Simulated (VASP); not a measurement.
# TiC (I4mm) in VASP: a series of runs

The runs below take TiC through single point, with PBEsol.

All numbers are computed with VASP 6.6.1; they aren't measurements. Logs are shortened: lines on timing, memory, paths and dates and some standing lists are left out, and cuts for length are marked.

## Step 1: The cell of the first run

It takes space group I4mm (No. 107, tetragonal). Conventional cell: a = 3.060 Å, b = 3.060 Å, c = 4.328 Å, α = 90.00°, β = 90.00°, γ = 90.00°. Within 2.8 Å of Ti (site symmetry 4mm) lie 6 C at 2.09 to 2.24 Å. Within 2.8 Å of C (site symmetry 4mm) lie 6 Ti at 2.09 to 2.24 Å.

## Step 2: Single point, PBEsol

Contents of INCAR:

```
SYSTEM = TiC
PREC = Accurate ; ENCUT = 520
EDIFF = 1E-6 ; ISMEAR = 0
SIGMA = 0.15 ; LREAL = .False.
LASPH = .True. ; NELM = 80
ALGO = Normal ; ISIF = 2
LWAVE = .False. ; LCHARG = .False.
GGA = PS ; NBANDS = 15
```

Contents of KPOINTS:

```
Automatic mesh
0
Gamma
  18 18 18
  0 0 0
```

Contents of POSCAR:

```
TiC
1.0
    0.0000000000      2.1640000000      2.1640000000
    2.1640000000      0.0000000000      2.1640000000
    2.1640000000      2.1640000000      0.0000000000
Ti C
1 1
Direct
   -0.0173290203     -0.0173290203      0.0173290203
    0.5000000000      0.5000000000      0.5000000000
```

Potentials or basis: VASP PAW PBE potentials, release 64 (Ti_sv, C).

Started as:

```bash
$ cat potpaw_PBE.64/Ti_sv/POTCAR potpaw_PBE.64/C/POTCAR > POTCAR
$ mpirun -np 1 vasp_std > vasp.out
```

OUTCAR:

```text
SYSTEM = TiC
   PREC = Accurate
   ENCUT = 520
   EDIFF = 1E-6
   ISMEAR = 0
   LREAL = .False.
   LASPH = .True.
   NELM = 80
   ISIF = 2
   GGA = PS

 ion  position               nearest neighbor table
   1  0.983  0.983  0.017-   2 2.09   2 2.17   2 2.17   2 2.17   2 2.17   2 2.24
   2  0.500  0.500  0.500-   1 2.09   1 2.17   1 2.17   1 2.17   1 2.17   1 2.24

  LATTYP: Found a face centered cubic cell.
 ALAT       =     4.3280000000

  Lattice vectors:

 A1 = (   0.0000000000,   2.1640000000,   2.1640000000)
 A2 = (   2.1640000000,   0.0000000000,   2.1640000000)
 A3 = (   2.1640000000,   2.1640000000,   0.0000000000)

Analysis of symmetry for initial positions (statically):
=====================================================================
 Subroutine PRICEL returns:
 Original cell was already a primitive cell.

 Routine SETGRP: Setting up the symmetry group for a
 face centered cubic supercell.

 Subroutine GETGRP returns: Found  8 space group operations
 (whereof  8 operations were pure point group operations)
 out of a pool of 48 trial point group operations.

The static configuration has the point symmetry C_4v.

Analysis of symmetry for dynamics (positions and initial velocities):
=====================================================================
 Subroutine PRICEL returns:
 Original cell was already a primitive cell.

 Routine SETGRP: Setting up the symmetry group for a
 face centered cubic supercell.

 Subroutine GETGRP returns: Found  8 space group operations
 (whereof  8 operations were pure point group operations)
 out of a pool of 48 trial point group operations.

The dynamic configuration has the point symmetry C_4v.

 Subroutine INISYM returns: Found  8 space group operations
 (whereof  8 operations are pure point group operations),
 and found     1 'primitive' translations

----------------------------------------------------------------------------------------

                                     Primitive cell

  volume of cell :      20.2676

  direct lattice vectors                    reciprocal lattice vectors
     0.000000000  2.164000000  2.164000000    -0.231053604  0.231053604  0.231053604
     2.164000000  0.000000000  2.164000000     0.231053604 -0.231053604  0.231053604
     2.164000000  2.164000000  0.000000000     0.231053604  0.231053604 -0.231053604

  length of vectors
     3.060358149  3.060358149  3.060358149     0.400196582  0.400196582  0.400196582

  position of ions in fractional coordinates (direct lattice)
     0.982670980  0.982670980  0.017329020
     0.500000000  0.500000000  0.500000000

  ion indices of the primitive-cell ions
   primitive index   ion index
                 1           1
                 2           2

----------------------------------------------------------------------------------------
[... 87 lines left out ...]
   IALGO  =     38    algorithm
   IMIX   =      4    mixing-type and parameters
     AMIX     =   0.40;   BMIX     =  1.00
     AMIX_MAG =   1.60;   BMIX_MAG =  1.00
  volume/ion in A,a.u.               =      10.13        68.39
  Fermi-wavevector in a.u.,A,eV,Ry     =   1.513030  2.859212 31.147275  2.289260
  Thomas-Fermi vector in A             =   2.622876
   LORBIT       =      0    0 simple, 1 ext, 2 COOP (PROOUT), +10 PAW based schemes
   GGA     = PS    functional components
   LHFCALC =     F    Hartree Fock is set to
   AEXX    =    0.0000 exact exchange contribution
   IVDW    =     0    specifies the selected vdW correction
   LEPSILON=     F    determine dielectric tensor
   LRPA    =     F    only Hartree local field effects (RPA)
 non-spin polarized calculation
 Gauss-broadening in eV      SIGMA  =   0.15
  energy-cutoff  :      520.00
  volume of cell :       20.27
 maximum number of plane-waves:       568
   NGX = 11   NGY = 11   NGZ = 11

 number of electron      16.0000000 magnetization

 Free energy of the ion-electron system (eV)
  ---------------------------------------------------
  ext. energy  EPLUGINS =         0.00000000
  ---------------------------------------------------
  free energy    TOTEN  =       -19.76906952 eV

  energy without entropy =      -19.76573767  energy(sigma->0) =      -19.76740360

 E-fermi :   9.3470     XC(G=0): -12.8698

 val. band max:        9.3363145480   @ k =   0.0000   0.0556   0.0556
 cond. band min:       9.3540450272   @ k =   0.1111   0.0556   0.0000
 fundamental gap:      0.0177304792
 Fermi energy:         9.3469819395

 k-point     1 :       0.0000    0.0000    0.0000
  band No.  band energies     occupation
      1     -46.9924      2.00000
      2     -23.1193      2.00000
      3     -23.1193      2.00000
      4     -23.1174      2.00000
      5      -3.0447      2.00000
      6       9.8200      0.00001
      7       9.8200      0.00001
      8       9.9937      0.00000
      9      10.4105      0.00000
     10      11.0611      0.00000
     11      11.2264      0.00000
     12      11.2264      0.00000
     13      11.7331      0.00000
     14      19.8135      0.00000
[... 401 lines left out ...]
      2     -23.5498      2.00000
      3     -23.1699      2.00000
      4     -23.1644      2.00000
      5      -0.4375      2.00000
      6       4.6269      2.00000
      7       6.6693      2.00000
      8       6.8894      2.00000
      9      11.6163      0.00000
     10      12.0105      0.00000
     11      12.9308      0.00000
     12      16.4059      0.00000
     13      16.9906      0.00000
     14      18.9734      0.00000
     15      24.8317      0.00000

 [... further k-points ...]

------------------------ aborting loop because EDIFF is reached ----------------------------------------

  FORCE on cell =-STRESS in cart. coord.  units (eV):
  Direction    XX          YY          ZZ          XY          YZ          ZX
  --------------------------------------------------------------------------------------
  -------------------------------------------------------------------------------------
  Total       -0.7266340     -0.7266340     -0.5332222      0.0000000      0.0000000      0.0000000
  in kB      -57.4413375    -57.4413375    -42.1518888      0.0000000      0.0000000      0.0000000
  external PRESSURE =     -52.3448546 kB  Pullay stress =       0.0000000 kB

 VOLUME and BASIS-vectors are now :
 -----------------------------------------------------------------------------
  energy-cutoff  :      520.00
  volume of cell :       20.27
      direct lattice vectors                 reciprocal lattice vectors
     0.000000000  2.164000000  2.164000000    -0.231053604  0.231053604  0.231053604
     2.164000000  0.000000000  2.164000000     0.231053604 -0.231053604  0.231053604
     2.164000000  2.164000000  0.000000000     0.231053604  0.231053604 -0.231053604

 POSITION                                       TOTAL-FORCE (eV/Angst)
 -----------------------------------------------------------------------------------
      2.16400      2.16400      4.25300         0.000000      0.000000      0.694261
      2.16400      2.16400      2.16400         0.000000      0.000000     -0.694261
 -----------------------------------------------------------------------------------
    total drift:                               -0.000000     -0.000000      0.000129

  FREE ENERGIE OF THE ION-ELECTRON SYSTEM (eV)
  ---------------------------------------------------
  free  energy   TOTEN  =       -19.7690695185 eV

  energy  without entropy=      -19.7657376740  energy(sigma->0) =      -19.76740360
```

Run time: 2 min. Hardware: 1 thread of Intel Xeon 8259CL, shared host; peak memory 0.26 GiB.

What came out:

| Property | Result |
| --- | --- |
| Free energy | -19.7691 eV |
| Pressure | -5.2 GPa |
| Largest force | 0.694 eV/Å |
| Band gap on the k mesh | zero (bands 8 and 9 overlap by 1.09 eV) |

Forces on the atoms (eV/Å):
```
Ti   0.000  0.000  0.694
C    0.000  0.000 -0.694
```

Stress tensor (GPa, compression positive):
```
-5.74  0.00  0.00
 0.00 -5.74  0.00
 0.00  0.00 -4.22
```

Levels at points of the mesh, in eV from the Fermi level:
```tsv
k point	band 5	band 6	band 7	band 8	band 9	band 10	band 11	band 12
(0.00, 0.00, 0.00)	-12.39	0.47	0.47	0.65	1.06	1.71	1.88	1.88
(0.50, 0.00, 0.00)	-8.87	-5.90	-2.92	-2.91	2.90	2.91	4.10	7.70
(0.50, 0.50, 0.00)	-10.08	-3.44	-1.70	-0.04	-0.04	2.73	3.52	3.52
(0.00, 0.50, 0.50)	-10.08	-3.46	-1.84	-0.08	0.12	2.79	3.51	3.52
```

Caveat: the cell differs from its parent crystal (all Ti atoms moved +0.075 Å, as atom 1 towards its neighbour atom 2 (C) at 2.164 Å); the cell stands under tension; the PAW data sets were made with another functional, which shifts forces and pressure a little.

## Step 3: Single point, PBEsol

INCAR is that of step 2.

Contents of KPOINTS:

```
regular mesh
0
Gamma
  18 18 18
  0 0 0
```

POSCAR: that of step 2 with these lines changed.

```diff
@@ -8,3 +8,3 @@
 Direct
-   -0.0173290203     -0.0173290203      0.0173290203
+   -0.0259935305     -0.0259935305      0.0259935305
     0.5000000000      0.5000000000      0.5000000000
```

Potentials or basis: VASP PAW PBE potentials, release 64 (Ti_sv, C).

Started as:

```bash
$ cat potpaw_PBE.64/Ti_sv/POTCAR potpaw_PBE.64/C/POTCAR > POTCAR
$ mpirun -np 1 vasp_std > vasp.out
```

Wall time 2.1 min (1 thread of Intel Xeon 8259CL, shared host); peak memory 0.26 GiB.

It converged, with:

```
Free energy            : -19.7368 eV
Pressure               : -4.4 GPa
Largest force          : 1.027 eV/Å
Band gap on the k mesh : zero (bands 8 and 9 overlap by 1.12 eV)
```

Forces in eV/Å, atoms in the order of the input:
```
Ti   0.000  0.000  1.027
C    0.000  0.000 -1.027
```

Stress tensor (GPa, compression positive):
```
-5.56  0.00  0.00
 0.00 -5.56  0.00
 0.00  0.00 -2.02
```

Levels at points of the mesh, in eV from the Fermi level:
```csv
k point,band 6,band 7,band 8,band 9,band 10,band 11
"(0.00, 0.00, 0.00)",0.29,0.29,0.62,0.74,1.69,2.04
"(0.50, 0.00, 0.00)",-5.91,-2.93,-2.91,2.86,2.90,4.08
"(0.50, 0.50, 0.00)",-3.43,-1.72,-0.06,-0.06,2.71,3.49
"(0.00, 0.50, 0.50)",-3.49,-2.01,-0.14,0.28,2.85,3.49
```

Caveat: the cell differs from its parent crystal (all Ti atoms moved +0.113 Å, as atom 1 towards its neighbour atom 2 (C) at 2.164 Å); the cell stands under tension; the PAW data sets were made with another functional, which shifts forces and pressure a little.

## Step 4: Single point, PBEsol

Contents of INCAR:

```
SYSTEM = TiC
PREC = Accurate
ENCUT = 520
EDIFF = 1E-7
ISMEAR = 0
SIGMA = 0.15
LREAL = .False.
LASPH = .True.
NELM = 80
ALGO = Normal
ISIF = 2
LWAVE = .False.
LCHARG = .False.
GGA = PS
NBANDS = 15
```

KPOINTS is that of step 3.

POSCAR: that of step 3 with these lines changed.

```diff
@@ -8,3 +8,3 @@
 Direct
-   -0.0259935305     -0.0259935305      0.0259935305
+   -0.0086645102     -0.0086645102      0.0086645102
     0.5000000000      0.5000000000      0.5000000000
```

Started as:

```bash
$ cat potpaw_PBE.64/Ti_sv/POTCAR potpaw_PBE.64/C/POTCAR > POTCAR
$ mpirun -np 1 vasp_std > vasp.out
```

It took 2.3 min on 1 thread of Intel Xeon 8259CL, shared host; peak memory 0.26 GiB.

It converged, with:

* Free energy: -19.7888 eV
* Pressure: -5.7 GPa
* Largest force: 0.352 eV/Å
* Band gap on the k mesh: zero (bands 8 and 9 overlap by 1.08 eV)

Forces on the atoms (eV/Å):
```
Ti   0.000  0.000  0.352
C    0.000  0.000 -0.352
```

Stress tensor (GPa, compression positive):
```
-5.84  0.00  0.00
 0.00 -5.84  0.00
 0.00  0.00 -5.45
```

Levels at points of the mesh, in eV from the Fermi level:
```tsv
k point	band 5	band 6	band 7	band 8	band 9	band 10	band 11	band 12
(0.00, 0.00, 0.00)	-12.38	0.61	0.61	0.66	1.39	1.73	1.76	1.76
(0.50, 0.00, 0.00)	-8.85	-5.89	-2.91	-2.90	2.92	2.92	4.12	7.95
(0.50, 0.50, 0.00)	-10.07	-3.44	-1.68	-0.03	-0.03	2.74	3.53	3.53
(0.00, 0.50, 0.50)	-10.07	-3.45	-1.72	-0.03	0.02	2.75	3.53	3.53
```

Caveat: the cell differs from its parent crystal (all Ti atoms moved +0.037 Å, as atom 1 towards its neighbour atom 2 (C) at 2.164 Å); the cell stands under tension; the PAW data sets were made with another functional, which shifts forces and pressure a little.

## Step 5: Overview

```csv
cell,gap on the mesh (eV),pressure (GPa),largest force (eV/Å)
"as given, atomic positions A",none,-5.2,0.69
"as given, atomic positions B",none,-4.4,1.03
"as given, atomic positions C",none,-5.7,0.35
```

Alike in all rows: task single point; level PBEsol; potentials or basis VASP PAW PBE potentials, release 64 (Ti_sv, C); no spin polarisation; k mesh 18 × 18 × 18; cutoff (eV) 520; smearing gaussian 0.15 eV.

Caveats: the cell stands under tension; the PAW data sets were made with another functional, which shifts forces and pressure a little.

Total energies depend on the potentials used, so only differences within one code and one set of settings carry meaning.
